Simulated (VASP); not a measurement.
# Ta2N (P-1) in VASP: single point with PBE

Aim: the single point of Ta2N with PBE.

Everything below comes from runs of VASP 6.6.1. Logs are shortened: lines on timing, memory, paths and dates and some standing lists are left out, and cuts for length are marked.

## (1) The cell of the first run

The typed cell holds 3 atoms: a = 3.165 Å, b = 3.161 Å, c = 5.015 Å, α = 89.58°, β = 90.50°, γ = 120.27°.

## (2) Single point, PBE (strained and its atoms moved)

The input, INCAR:

```
PREC = Accurate
ENCUT = 520
EDIFF = 1E-6
ISMEAR = 0
SIGMA = 0.1
LREAL = F
LASPH = T
NELM = 60
ALGO = Normal
ISIF = 2
LWAVE = F
LCHARG = F
GGA = PE
NBANDS = 20
```

The input, KPOINTS:

```
regular mesh
0
Gamma
  14 14 8
```

The input, POSCAR:

```
Ta2N
1.0
    3.1645350070     -0.0063502375     -0.0140078768
   -1.5877669705      2.7335795953      0.0117755347
   -0.0219142845      0.0086196186      5.0145239761
Ta N
2 1
Direct
    0.6870759828      0.3281044879      0.7469414266
    0.3129240172      0.6718955121      0.2530585734
    0.0000000000      0.0000000000      0.0000000000
```

Potentials or basis: VASP PAW PBE potentials, release 64 (Ta_pv, N).

The run is started by

```console
cat potpaw_PBE.64/Ta_pv/POTCAR potpaw_PBE.64/N/POTCAR > POTCAR
mpirun -np 1 vasp_std > vasp.out
```

OUTCAR:

```text
PREC = Accurate
   ENCUT = 520
   EDIFF = 1E-6
   ISMEAR = 0
   LREAL = F
   LASPH = T
   NELM = 60
   ISIF = 2
   GGA = PE

 ion  position               nearest neighbor table
   1  0.687  0.328  0.747-   3 2.16   3 2.24   3 2.27   2 3.02   2 3.05   2 3.06   2 3.11   2 3.15
                             2 3.23
   2  0.313  0.672  0.253-   3 2.16   3 2.24   3 2.27   1 3.02   1 3.05   1 3.06   1 3.11   1 3.15
                             1 3.23
   3  0.000  0.000  0.000-   1 2.16   2 2.16   2 2.24   1 2.24   1 2.27   2 2.27

  LATTYP: Found a triclinic cell.
 ALAT       =     3.1645723813
 B/A-ratio  =     0.9954695018
 C/A-ratio  =     1.5845993279
 COS(alpha) =     0.0014078656
 COS(beta)  =     0.0087999306
 COS(gamma) =     0.4987839046

  Lattice vectors:

 A1 = (  -3.1645350070,   0.0063502375,   0.0140078768)
 A2 = (  -1.5767680365,  -2.7272293578,   0.0022323421)
 A3 = (  -0.0219142845,   0.0086196186,   5.0145239761)

Analysis of symmetry for initial positions (statically):
=====================================================================
 Subroutine PRICEL returns:
 Original cell was already a primitive cell.

 Routine SETGRP: Setting up the symmetry group for a
 triclinic supercell.

 Subroutine GETGRP returns: Found  2 space group operations
 (whereof  2 operations were pure point group operations)
 out of a pool of  2 trial point group operations.

The static configuration has the point symmetry S_2 .

Analysis of symmetry for dynamics (positions and initial velocities):
=====================================================================
 Subroutine PRICEL returns:
 Original cell was already a primitive cell.

 Routine SETGRP: Setting up the symmetry group for a
 triclinic supercell.

 Subroutine GETGRP returns: Found  2 space group operations
 (whereof  2 operations were pure point group operations)
 out of a pool of  2 trial point group operations.

The dynamic configuration has the point symmetry S_2 .

 Subroutine INISYM returns: Found  2 space group operations
 (whereof  2 operations are pure point group operations),
 and found     1 'primitive' translations

----------------------------------------------------------------------------------------

                                     Primitive cell

  volume of cell :      43.3267

  direct lattice vectors                    reciprocal lattice vectors
     3.164535007 -0.006350237 -0.014007877     0.316375660  0.183758418  0.001066745
    -1.587766970  2.733579595  0.011775535     0.000732175  0.366248673 -0.000626356
    -0.021914284  0.008619619  5.014523976     0.000882064 -0.000346735  0.199425174

  length of vectors
     3.164572381  3.161265572  5.014579269     0.365871361  0.366249940  0.199427427

  position of ions in fractional coordinates (direct lattice)
     0.687075983  0.328104488  0.746941427
     0.312924017  0.671895512  0.253058573
     0.000000000  0.000000000  0.000000000

  ion indices of the primitive-cell ions
   primitive index   ion index
                 1           1
                 2           2
                 3           3

----------------------------------------------------------------------------------------

 KPOINTS: regular mesh

Automatic generation of k-mesh.
 Grid dimensions read from file:
 generate k-points for:   14   14    8

 Generating k-lattice:

  Cartesian coordinates                     Fractional coordinates (reciprocal lattice)
     0.022598261  0.013125601  0.000076196     0.071428571  0.000000000 -0.000000000
     0.000052298  0.026160619 -0.000044740    -0.000000000  0.071428571  0.000000000
     0.000110258 -0.000043342  0.024928147     0.000000000  0.000000000  0.125000000

  Length of vectors
     0.026133669  0.026160710  0.024928428

  Shift w.r.t. Gamma in fractional coordinates (k-lattice)
     0.000000000  0.000000000  0.000000000

 Subroutine IBZKPT returns following result:
 ===========================================

 Found    788 irreducible k-points:

 Following reciprocal coordinates:
            Coordinates               Weight
  0.000000  0.000000  0.000000      1.000000
  0.071429  0.000000  0.000000      2.000000
  0.142857  0.000000  0.000000      2.000000
  0.214286  0.000000  0.000000      2.000000
  0.285714  0.000000 -0.000000      2.000000
  0.357143  0.000000 -0.000000      2.000000
[... 16 lines left out ...]
 -0.000000  0.142857 -0.000000      2.000000
  0.071429  0.142857 -0.000000      2.000000
 [... further k-points ...]
   k-points           NKPTS =    788   k-points in BZ     NKDIM =    788   number of bands    NBANDS=     20
   number of dos      NEDOS =    301   number of ions     NIONS =      3
   total plane-waves  NPLWV =  23040
   dimension x,y,z NGX =    24 NGY =   24 NGZ =   40
   dimension x,y,z NGXF=    48 NGYF=   48 NGZF=   80
   ions per type =               2   1
   NGX,Y,Z   is equivalent  to a cutoff of  12.61, 12.62, 13.26 a.u.
   NGXF,Y,Z  is equivalent  to a cutoff of  25.22, 25.24, 26.52 a.u.
 SYSTEM =  unknown system
   PREC   = accura    normal or accurate (medium, high low for compatibility)
   ISTART =      0    job   : 0-new  1-cont  2-samecut
   ICHARG =      2    charge: 1-file 2-atom 10-const
   ISPIN  =      1    spin polarized calculation?
   LNONCOLLINEAR =      F non collinear calculations
   LSORBIT =      F    spin-orbit coupling
   LASPH  =      T    aspherical Exc in radial PAW
   ENCUT  =  520.0 eV  38.22 Ry    6.18 a.u.   5.88  5.88  9.32*2*pi/ulx,y,z
   NELM   =     60;   NELMIN=  2; NELMDL= -5     # of ELM steps
   EDIFF  = 0.1E-05   stopping-criterion for ELM
   LREAL  =      F    real-space projection
   EDIFFG = 0.1E-04   stopping-criterion for IOM
   NSW    =      0    number of steps for IOM
   IBRION =     -1    ionic relax: 0-MD 1-quasi-New 2-CG
   NFREE  =      0    steps in history (QN), initial steepest desc. (CG)
   ISIF   =      2    stress and relaxation
   ISYM   =      2    0-nonsym 1-usesym 2-fastsym
   POTIM  = 0.5000    time-step for ionic-motion
   TEBEG  =    0.0;   TEEND  =   0.0 temperature during run
   PSTRESS=    0.0 pullay stress
   NELECT =      27.0000    total number of electrons
   NUPDOWN=      -1.0000    fix difference up-down
   EMIN   =  10.00;   EMAX   =-10.00  energy-range for DOS
   EFERMI =   0.00;   METHOD = LEGACY
   ISMEAR =     0;   SIGMA  =   0.10  broadening in eV -4-tet -1-fermi 0-gaus
   EFERMI_NEDOS =   21; number of points for ismear=-14 and -15
   IALGO  =     38    algorithm
   IMIX   =      4    mixing-type and parameters
     AMIX     =   0.40;   BMIX     =  1.00
     AMIX_MAG =   1.60;   BMIX_MAG =  1.00
  volume/ion in A,a.u.               =      14.44        97.46
  Fermi-wavevector in a.u.,A,eV,Ry     =   1.398334  2.642469 26.604003  1.955339
  Thomas-Fermi vector in A             =   2.521503
   LORBIT       =      0    0 simple, 1 ext, 2 COOP (PROOUT), +10 PAW based schemes
   GGA     = PE    functional components
   LHFCALC =     F    Hartree Fock is set to
   AEXX    =    0.0000 exact exchange contribution
   IVDW    =     0    specifies the selected vdW correction
   LEPSILON=     F    determine dielectric tensor
   LRPA    =     F    only Hartree local field effects (RPA)
 non-spin polarized calculation
 Gauss-broadening in eV      SIGMA  =   0.10
  energy-cutoff  :      520.00
  volume of cell :       43.33
 maximum number of plane-waves:      1190
   NGX = 11   NGY = 11   NGZ = 19

 number of electron      27.0000000 magnetization

 Free energy of the ion-electron system (eV)
  ---------------------------------------------------
  ext. energy  EPLUGINS =         0.00000000
  ---------------------------------------------------
  free energy    TOTEN  =       -34.22836504 eV

  energy without entropy =      -34.22193773  energy(sigma->0) =      -34.22515138

 E-fermi :   6.9202     XC(G=0): -12.5363

 val. band max:        6.9181296332   @ k =   0.2857  -0.2857   0.1250
 cond. band min:       6.9206822657   @ k =  -0.2857  -0.1429   0.1250
 fundamental gap:      0.0025526325
 Fermi energy:         6.9201594608

 k-point     1 :       0.0000    0.0000    0.0000
  band No.  band energies     occupation
      1     -28.7753      2.00000
      2     -28.2075      2.00000
      3     -28.1850      2.00000
      4     -28.1305      2.00000
      5     -28.0759      2.00000
      6     -28.0109      2.00000
[... 12 lines left out ...]
     19       8.4220      0.00000
     20      11.4465      0.00000

 k-point     2 :       0.0714    0.0000    0.0000
  band No.  band energies     occupation
      1     -28.7624      2.00000
      2     -28.2310      2.00000
      3     -28.1961      2.00000
      4     -28.1366      2.00000
      5     -28.0964      2.00000
      6     -28.0164      2.00000
[... 12 lines left out ...]
     19       8.5872      0.00000
     20      11.3525      0.00000

 k-point     3 :       0.1429    0.0000    0.0000
  band No.  band energies     occupation
      1     -28.7251      2.00000
      2     -28.2980      2.00000
      3     -28.2238      2.00000
      4     -28.1861      2.00000
      5     -28.1222      2.00000
      6     -28.0330      2.00000
[... 12 lines left out ...]
     19       9.3730      0.00000
     20      11.0692      0.00000

 k-point     4 :       0.2143    0.0000    0.0000
  band No.  band energies     occupation
      1     -28.6673      2.00000
      2     -28.3950      2.00000
      3     -28.2823      2.00000
      4     -28.2585      2.00000
      5     -28.1361      2.00000
      6     -28.0616      2.00000
[... 12 lines left out ...]
     19      10.3659      0.00000
     20      10.7523      0.00000

 k-point     5 :       0.2857    0.0000   -0.0000
  band No.  band energies     occupation
      1     -28.5988      2.00000
      2     -28.4986      2.00000
      3     -28.3858      2.00000
      4     -28.2954      2.00000
      5     -28.1510      2.00000
      6     -28.1027      2.00000
[... 12 lines left out ...]
     19      10.6045      0.00000
     20      11.3337      0.00000

 k-point     6 :       0.3571    0.0000   -0.0000
  band No.  band energies     occupation
      1     -28.6138      2.00000
      2     -28.5056      2.00000
      3     -28.4697      2.00000
      4     -28.3267      2.00000
      5     -28.1662      2.00000
      6     -28.1547      2.00000
[... 12 lines left out ...]
     19      10.7571      0.00000
     20      11.8320      0.00000

 k-point     7 :       0.4286    0.0000    0.0000
  band No.  band energies     occupation
      1     -28.6776      2.00000
      2     -28.5412      2.00000
      3     -28.4179      2.00000
      4     -28.3476      2.00000
      5     -28.2172      2.00000
      6     -28.1748      2.00000
[... 12 lines left out ...]
     19      10.9342      0.00000
     20      11.3995      0.00000
[... 277 lines left out ...]
 k-point    20 :      -0.2143    0.0714   -0.0000
  band No.  band energies     occupation
      1     -28.6946      2.00000
      2     -28.3454      2.00000
      3     -28.2942      2.00000
      4     -28.2128      2.00000
      5     -28.1288      2.00000
      6     -28.0438      2.00000
[... 12 lines left out ...]
     19      10.1666      0.00000
     20      10.9628      0.00000

 k-point    21 :      -0.1429    0.0714   -0.0000
  band No.  band energies     occupation
      1     -28.7408      2.00000
      2     -28.2648      2.00000
      3     -28.2354      2.00000
      4     -28.1756      2.00000
      5     -28.0997      2.00000
      6     -28.0229      2.00000
[... 12 lines left out ...]
     19       9.2710      0.00000
     20      11.2956      0.00000

 k-point    22 :      -0.0714    0.0714   -0.0000
  band No.  band energies     occupation
      1     -28.7643      2.00000
      2     -28.2186      2.00000
      3     -28.2083      2.00000
      4     -28.1538      2.00000
      5     -28.0796      2.00000
      6     -28.0138      2.00000
[... 12 lines left out ...]
     19       8.7492      0.00000
     20      11.4882      0.00000

 k-point    23 :      -0.0000    0.1429   -0.0000
  band No.  band energies     occupation
      1     -28.7269      2.00000
      2     -28.2933      2.00000
      3     -28.2282      2.00000
      4     -28.1974      2.00000
      5     -28.1138      2.00000
      6     -28.0303      2.00000
[... 12 lines left out ...]
     19       9.5956      0.00000
     20      11.1728      0.00000

 k-point    24 :       0.0714    0.1429   -0.0000
  band No.  band energies     occupation
      1     -28.6890      2.00000
      2     -28.3481      2.00000
      3     -28.2829      2.00000
      4     -28.2094      2.00000
      5     -28.1445      2.00000
      6     -28.0505      2.00000
[... 12 lines left out ...]
     19       9.9492      0.00000
     20      10.8842      0.00000

 [... further k-points ...]
[... 5 lines left out ...]
  --------------------------------------------------------------------------------------
  -------------------------------------------------------------------------------------
  Total       -3.6123936     -3.6467423     -4.2353010     -0.0537548     -0.2712202      0.7099248
  in kB     -133.5827824   -134.8529643   -156.6172918     -1.9877987    -10.0294572     26.2523255
  external PRESSURE =    -141.6843462 kB  Pullay stress =       0.0000000 kB

 VOLUME and BASIS-vectors are now :
 -----------------------------------------------------------------------------
  energy-cutoff  :      520.00
  volume of cell :       43.33
      direct lattice vectors                 reciprocal lattice vectors
     3.164535007 -0.006350237 -0.014007877     0.316375660  0.183758418  0.001066745
    -1.587766970  2.733579595  0.011775535     0.000732175  0.366248673 -0.000626356
    -0.021914284  0.008619619  5.014523976     0.000882064 -0.000346735  0.199425174

 POSITION                                       TOTAL-FORCE (eV/Angst)
 -----------------------------------------------------------------------------------
      1.63695      0.89897      3.73979        -0.350539      0.105380     -0.011067
     -0.08210      1.83687      1.27250         0.350539     -0.105380      0.011067
      0.00000      0.00000      0.00000         0.000000      0.000000      0.000000
 -----------------------------------------------------------------------------------
    total drift:                               -0.000000      0.000000      0.000000

  FREE ENERGIE OF THE ION-ELECTRON SYSTEM (eV)
  ---------------------------------------------------
  free  energy   TOTEN  =       -34.2283650406 eV

  energy  without entropy=      -34.2219377252  energy(sigma->0) =      -34.22515138
```

Wall time 5.1 min (1 thread of AMD EPYC 9R45 (Zen 5), shared host); peak memory 0.63 GiB.

Results:

```yaml
Free_energy: -34.2284 eV
Pressure: -14.2 GPa
Largest_force: 0.366 eV/Å
Band_gap_on_the_k_mesh: zero (an odd number of electrons rules out a gap without spin polarisation)
```

Forces in eV/Å, atoms in the order of the input:
```
Ta  -0.351  0.105 -0.011
Ta   0.351 -0.105  0.011
N    0.000  0.000  0.000
```

Caveat: the cell differs from its parent crystal (strained and its atoms moved); the cell stands under tension; spin-orbit coupling is left out, which moves the levels of the heavy elements.
